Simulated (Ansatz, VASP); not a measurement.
Al in VASP and in Ansatz

```
CELL_PARAMETERS angstrom
0.00000 1.99362 1.99362
1.99362 0.00000 1.99362
1.99362 1.99362 0.00000
ATOMIC_POSITIONS crystal
Al 0.00000 0.00000 0.00000
```

Change from the starting cell: strain -0.015 along x and y, -0.015 along z, atoms carried along.

Alike in both runs: task single point; functional PBE; k mesh 20 × 20 × 20; occupations gaussian, width 0.15 eV; no spin polarisation.

|  | VASP | Ansatz |
| --- | --- | --- |
| version | VASP 6.6.1 | Ansatz 0.2.0 |
| potentials or method | VASP PAW PBE potentials, release 64 (Al), cutoff 520 eV | scalar-relativistic, plane waves, PAW |
| valence electrons in the cell | 3 | 3 |

|  | VASP | Ansatz | Ansatz less VASP |
| --- | --- | --- | --- |
| gap on the k mesh at the Fermi level (eV) | none | none | - |
| pressure (GPa) | 3.3 | 3.3 | +0.04 |

A gap of «none» marks a metal or a gap that the smearing closes.
